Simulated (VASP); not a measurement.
# Sn2Ir in VASP: a series of runs

The runs below take Sn2Ir through electric field gradients, density of states, with LDA.

Everything below comes from runs of VASP 6.6.1. Logs are shortened: lines on timing, memory, paths and dates and some standing lists are left out, and cuts for length are marked.

## (1) The cell of the first run

The structure is cubic, space group Fm-3m (No. 225). The conventional cell has a = 6.338 Å, b = 6.338 Å, c = 6.338 Å, α = 90.00°, β = 90.00°, γ = 90.00°. Sn (site symmetry -43m) has 4 Ir at 2.74 Å and 6 Sn at 3.17 Å within 3.6 Å. Within 3.6 Å of Ir (site symmetry m-3m) lie 8 Sn at 2.74 Å.

## (2) Electric field gradients, LDA

Contents of INCAR:

```
SYSTEM = Sn2Ir
  PREC = Accurate
  ENCUT = 520
  EDIFF = 1E-8
  ISMEAR = -1
  SIGMA = 0.03
  LREAL = .False.
  LASPH = .True.
  NELM = 60
  ALGO = Normal
  ISIF = 2
  LWAVE = .False.
  LCHARG = .False.
  LEFG = .True.
  NBANDS = 26
```

Contents of KPOINTS:

```
regular mesh
0
Gamma
  10 10 10
  0 0 0
```

Contents of POSCAR:

```
Sn2Ir
1.0
    0.0000000000      3.1690000000      3.1690000000
    3.1690000000      0.0000000000      3.1690000000
    3.1690000000      3.1690000000      0.0000000000
Sn Ir
2 1
Direct
    0.2500000000      0.2500000000      0.2500000000
    0.7500000000      0.7500000000      0.7500000000
    0.0000000000      0.0000000000      0.0000000000
```

Potentials or basis: VASP PAW LDA potentials, release 64 (Sn_d, Ir).

Command:

```bash
cat potpaw_LDA.64/Sn_d/POTCAR potpaw_LDA.64/Ir/POTCAR > POTCAR
mpirun -np 1 vasp_std > vasp.out
```

OUTCAR:

```text
SYSTEM = Sn2Ir
   PREC = Accurate
   ENCUT = 520
   EDIFF = 1E-8
   ISMEAR = -1
   LREAL = .False.
   LASPH = .True.
   NELM = 60
   ISIF = 2

 ion  position               nearest neighbor table
   1  0.250  0.250  0.250-   3 2.74   3 2.74   3 2.74   3 2.74   2 3.17   2 3.17   2 3.17   2 3.17
                             2 3.17   2 3.17
   2  0.750  0.750  0.750-   3 2.74   3 2.74   3 2.74   3 2.74   1 3.17   1 3.17   1 3.17   1 3.17
                             1 3.17   1 3.17
   3  0.000  0.000  0.000-   2 2.74   2 2.74   2 2.74   1 2.74   2 2.74   1 2.74   1 2.74   1 2.74

  LATTYP: Found a face centered cubic cell.
 ALAT       =     6.3380000000

  Lattice vectors:

 A1 = (   0.0000000000,   3.1690000000,   3.1690000000)
 A2 = (   3.1690000000,   0.0000000000,   3.1690000000)
 A3 = (   3.1690000000,   3.1690000000,   0.0000000000)

Analysis of symmetry for initial positions (statically):
=====================================================================
 Subroutine PRICEL returns:
 Original cell was already a primitive cell.

 Routine SETGRP: Setting up the symmetry group for a
 face centered cubic supercell.

 Subroutine GETGRP returns: Found 48 space group operations
 (whereof 48 operations were pure point group operations)
 out of a pool of 48 trial point group operations.

The static configuration has the point symmetry O_h .

Analysis of symmetry for dynamics (positions and initial velocities):
=====================================================================
 Subroutine PRICEL returns:
 Original cell was already a primitive cell.

 Routine SETGRP: Setting up the symmetry group for a
 face centered cubic supercell.

 Subroutine GETGRP returns: Found 48 space group operations
 (whereof 48 operations were pure point group operations)
 out of a pool of 48 trial point group operations.

The dynamic configuration has the point symmetry O_h .

 Subroutine INISYM returns: Found 48 space group operations
 (whereof 48 operations are pure point group operations),
 and found     1 'primitive' translations

----------------------------------------------------------------------------------------

                                     Primitive cell

  volume of cell :      63.6498

  direct lattice vectors                    reciprocal lattice vectors
     0.000000000  3.169000000  3.169000000    -0.157778479  0.157778479  0.157778479
     3.169000000  0.000000000  3.169000000     0.157778479 -0.157778479  0.157778479
     3.169000000  3.169000000  0.000000000     0.157778479  0.157778479 -0.157778479

  length of vectors
     4.481642779  4.481642779  4.481642779     0.273280342  0.273280342  0.273280342

  position of ions in fractional coordinates (direct lattice)
     0.250000000  0.250000000  0.250000000
     0.750000000  0.750000000  0.750000000
     0.000000000  0.000000000  0.000000000

  ion indices of the primitive-cell ions
   primitive index   ion index
                 1           1
                 2           2
                 3           3

----------------------------------------------------------------------------------------

 KPOINTS: regular mesh

Automatic generation of k-mesh.
 Grid dimensions read from file:
 generate k-points for:   10   10   10

 Generating k-lattice:

  Cartesian coordinates                     Fractional coordinates (reciprocal lattice)
    -0.015777848  0.015777848  0.015777848     0.100000000  0.000000000  0.000000000
     0.015777848 -0.015777848  0.015777848     0.000000000  0.100000000  0.000000000
     0.015777848  0.015777848 -0.015777848     0.000000000  0.000000000  0.100000000

  Length of vectors
     0.027328034  0.027328034  0.027328034

  Shift w.r.t. Gamma in fractional coordinates (k-lattice)
     0.000000000  0.000000000  0.000000000

 Subroutine IBZKPT returns following result:
 ===========================================

 Found     47 irreducible k-points:

 Following reciprocal coordinates:
            Coordinates               Weight
  0.000000  0.000000  0.000000      1.000000
  0.100000  0.000000  0.000000      8.000000
  0.200000  0.000000  0.000000      8.000000
  0.300000  0.000000  0.000000      8.000000
  0.400000  0.000000  0.000000      8.000000
  0.500000  0.000000  0.000000      4.000000
[... 16 lines left out ...]
  0.300000  0.300000  0.000000      6.000000
  0.400000  0.300000  0.000000     24.000000
 [... further k-points ...]
   k-points           NKPTS =     47   k-points in BZ     NKDIM =     47   number of bands    NBANDS=     26
   number of dos      NEDOS =    301   number of ions     NIONS =      3
   total plane-waves  NPLWV =  46656
   dimension x,y,z NGX =    36 NGY =   36 NGZ =   36
   dimension x,y,z NGXF=    72 NGYF=   72 NGZF=   72
   ions per type =               2   1
   NGX,Y,Z   is equivalent  to a cutoff of  13.35, 13.35, 13.35 a.u.
   NGXF,Y,Z  is equivalent  to a cutoff of  26.71, 26.71, 26.71 a.u.
 SYSTEM =  Sn2Ir
   PREC   = accura    normal or accurate (medium, high low for compatibility)
   ISTART =      0    job   : 0-new  1-cont  2-samecut
   ICHARG =      2    charge: 1-file 2-atom 10-const
   ISPIN  =      1    spin polarized calculation?
   LNONCOLLINEAR =      F non collinear calculations
   LSORBIT =      F    spin-orbit coupling
   LASPH  =      T    aspherical Exc in radial PAW
   ENCUT  =  520.0 eV  38.22 Ry    6.18 a.u.   8.33  8.33  8.33*2*pi/ulx,y,z
   NELM   =     60;   NELMIN=  2; NELMDL= -5     # of ELM steps
   EDIFF  = 0.1E-07   stopping-criterion for ELM
   LREAL  =      F    real-space projection
   EDIFFG = 0.1E-06   stopping-criterion for IOM
   NSW    =      0    number of steps for IOM
   IBRION =     -1    ionic relax: 0-MD 1-quasi-New 2-CG
   NFREE  =      0    steps in history (QN), initial steepest desc. (CG)
   ISIF   =      2    stress and relaxation
   ISYM   =      2    0-nonsym 1-usesym 2-fastsym
   POTIM  = 0.5000    time-step for ionic-motion
   TEBEG  =    0.0;   TEEND  =   0.0 temperature during run
   PSTRESS=    0.0 pullay stress
   NELECT =      37.0000    total number of electrons
   NUPDOWN=      -1.0000    fix difference up-down
   EMIN   =  10.00;   EMAX   =-10.00  energy-range for DOS
   EFERMI =   0.00;   METHOD = LEGACY
   ISMEAR =    -1;   SIGMA  =   0.03  broadening in eV -4-tet -1-fermi 0-gaus
   EFERMI_NEDOS =   21; number of points for ismear=-14 and -15
   IALGO  =     38    algorithm
   IMIX   =      4    mixing-type and parameters
     AMIX     =   0.40;   BMIX     =  1.00
     AMIX_MAG =   1.60;   BMIX_MAG =  1.00
  volume/ion in A,a.u.               =      21.22       143.18
  Fermi-wavevector in a.u.,A,eV,Ry     =   1.366291  2.581915 25.398686  1.866751
  Thomas-Fermi vector in A             =   2.492444
   LORBIT       =      0    0 simple, 1 ext, 2 COOP (PROOUT), +10 PAW based schemes
   GGA     = CA    functional components
   LHFCALC =     F    Hartree Fock is set to
   AEXX    =    0.0000 exact exchange contribution
   IVDW    =     0    specifies the selected vdW correction
   LEPSILON=     F    determine dielectric tensor
   LRPA    =     F    only Hartree local field effects (RPA)
 non-spin polarized calculation
  energy-cutoff  :      520.00
  volume of cell :       63.65
 maximum number of plane-waves:      1736
 NGX is ok and might be reduce to    36
   NGX = 17   NGY = 17   NGZ = 17

 number of electron      37.0000003 magnetization

 Free energy of the ion-electron system (eV)
  ---------------------------------------------------
  ext. energy  EPLUGINS =         0.00000000
  ---------------------------------------------------
  free energy    TOTEN  =       -20.25005660 eV

  energy without entropy =      -20.24463915  energy(sigma->0) =      -20.24734788

 E-fermi :   8.8006     XC(G=0): -11.5998

 val. band max:        8.7758667923   @ k =   0.3000   0.2000   0.0000
 cond. band min:       8.8032951741   @ k =   0.3000   0.2000   0.0000
 fundamental gap:      0.0274283818
 Fermi energy:         8.8006391861

 k-point     1 :       0.0000    0.0000    0.0000
  band No.  band energies     occupation
      1     -12.6428      2.00000
      2     -12.6428      2.00000
      3     -12.5240      2.00000
      4     -12.5240      2.00000
      5     -12.5240      2.00000
      6     -12.3602      2.00000
[... 685 lines left out ...]
     25      18.6044      0.00000
     26      18.9858      0.00000

 [... further k-points ...]

------------------------ aborting loop because EDIFF is reached ----------------------------------------

  FORCE on cell =-STRESS in cart. coord.  units (eV):
  Direction    XX          YY          ZZ          XY          YZ          ZX
  --------------------------------------------------------------------------------------
  -------------------------------------------------------------------------------------
  Total       -0.7139107     -0.7139107     -0.7139107      0.0000000     -0.0000000      0.0000000
  in kB      -17.9704009    -17.9704009    -17.9704009      0.0000000     -0.0000000      0.0000000
  external PRESSURE =     -17.9704009 kB  Pullay stress =       0.0000000 kB

 VOLUME and BASIS-vectors are now :
 -----------------------------------------------------------------------------
  energy-cutoff  :      520.00
  volume of cell :       63.65
      direct lattice vectors                 reciprocal lattice vectors
     0.000000000  3.169000000  3.169000000    -0.157778479  0.157778479  0.157778479
     3.169000000  0.000000000  3.169000000     0.157778479 -0.157778479  0.157778479
     3.169000000  3.169000000  0.000000000     0.157778479  0.157778479 -0.157778479

 POSITION                                       TOTAL-FORCE (eV/Angst)
 -----------------------------------------------------------------------------------
      1.58450      1.58450      1.58450        -0.000000     -0.000000     -0.000000
      4.75350      4.75350      4.75350         0.000000      0.000000      0.000000
      0.00000      0.00000      0.00000        -0.000000     -0.000000     -0.000000
 -----------------------------------------------------------------------------------
    total drift:                                0.000000      0.000000      0.000000

  FREE ENERGIE OF THE ION-ELECTRON SYSTEM (eV)
  ---------------------------------------------------
  free  energy   TOTEN  =       -20.2500566001 eV

  energy  without entropy=      -20.2446391538  energy(sigma->0) =      -20.24734788

 Electric field gradients (V/A^2)
---------------------------------------------------------------------
 ion       V_xx      V_yy      V_zz      V_xy      V_xz      V_yz
---------------------------------------------------------------------
   1       0.000     0.000     0.000    -0.002    -0.002    -0.002
   2       0.000     0.000     0.000    -0.002    -0.002    -0.002
   3       0.000    -0.000    -0.000     0.000     0.000     0.000
---------------------------------------------------------------------

 Electric field gradients after diagonalization (V/A^2)
 (convention: |V_zz| > |V_xx| > |V_yy|)
----------------------------------------------------------------------
 ion       V_xx      V_yy      V_zz     asymmetry (V_yy - V_xx)/ V_zz
----------------------------------------------------------------------
   1       0.002     0.002    -0.004       0.000
   2       0.002     0.002    -0.004       0.000
   3      -0.000    -0.000     0.000       0.000
----------------------------------------------------------------------

           NMR quadrupolar parameters

 Cq : quadrupolar parameter    Cq=e*Q*V_zz/h
 eta: asymmetry parameters     (V_yy - V_xx)/ V_zz
 Q  : nuclear electric quadrupole moment in mb (millibarn)
----------------------------------------------------------------------
 ion       Cq(MHz)       eta       Q (mb)
----------------------------------------------------------------------
   1      -0.000       0.000       1.000
   2      -0.000       0.000       1.000
   3       0.000       0.000       1.000
----------------------------------------------------------------------
```

It took 76 s on 1 thread of Intel Xeon 6975P-C, shared host; peak memory 0.22 GiB.

Results:

```yaml
Free_energy: -20.2501 eV
Pressure: -1.8 GPa
```

Levels at points of the mesh, in eV from the Fermi level:
| k point | band 17 | band 18 | band 19 | band 20 | band 21 | band 22 |
| --- | --- | --- | --- | --- | --- | --- |
| (0.00, 0.00, 0.00) | -2.12 | 3.61 | 3.61 | 3.61 | 3.92 | 3.92 |
| (0.50, 0.00, 0.00) | -2.06 | -0.03 | -0.03 | 1.26 | 2.55 | 4.17 |
| (0.50, 0.50, 0.00) | -2.50 | -2.16 | -1.96 | 1.26 | 3.36 | 8.12 |

Caveat: without QUAD_EFG the Cq values of the log hold for a quadrupole moment of 1 mb, not for the nuclei; spin-orbit coupling is left out, which moves the levels of the heavy elements.

## (3) Density of states, LDA

POSCAR is that of step 2.

Contents of INCAR.step1:

```
  PREC = Accurate
  ENCUT = 520
  EDIFF = 1E-7
  ISMEAR = -1
  SIGMA = 0.03
  LREAL = F
  LASPH = T
  NELM = 100
  ALGO = Normal
  ISIF = 2
  LWAVE = F
  LCHARG = T
  LMAXMIX = 4
  NBANDS = 26
```

Contents of KPOINTS.step1:

```
Automatic mesh
0
Gamma
  10 10 10
```

Contents of INCAR.step2:

```
  PREC = Accurate
  ENCUT = 520
  EDIFF = 1E-7
  ISMEAR = -5
  SIGMA = 0.03
  LREAL = F
  LASPH = T
  NELM = 100
  ALGO = Normal
  ISIF = 2
  LWAVE = F
  LCHARG = F
  LMAXMIX = 4
  LORBIT = 11
  NBANDS = 26
  NEDOS = 1001
  ICHARG = 11
```

Contents of KPOINTS.step2:

```
Automatic mesh
0
Gamma
  15 15 15
```

Potentials or basis: VASP PAW LDA potentials, release 64 (Sn_d, Ir).

Command:

```bash
cat potpaw_LDA.64/Sn_d/POTCAR potpaw_LDA.64/Ir/POTCAR > POTCAR
cp INCAR.step1 INCAR
cp KPOINTS.step1 KPOINTS
mpirun -np 1 vasp_std > vasp.out
cp INCAR.step2 INCAR
cp KPOINTS.step2 KPOINTS
mpirun -np 1 vasp_std > vasp.out
```

Wall time 3.1 min (1 thread of Intel Xeon 6975P-C, shared host); peak memory 0.3 GiB.

The run converged. Its results:

```yaml
Valence_electrons_inside_the_program's_atomic_spheres: Sn 12.36; Ir 8.49
```

Levels at points of the mesh, in eV from the Fermi level:
| k point | band 17 | band 18 | band 19 | band 20 | band 21 | band 22 |
| --- | --- | --- | --- | --- | --- | --- |
| (0.00, 0.00, 0.00) | -2.09 | 3.65 | 3.65 | 3.65 | 3.95 | 3.95 |

Caveat: spin-orbit coupling is left out, which moves the levels of the heavy elements; tetrahedron occupations give inexact forces and stress in metals.

(Part 1 of 2 ends here.)
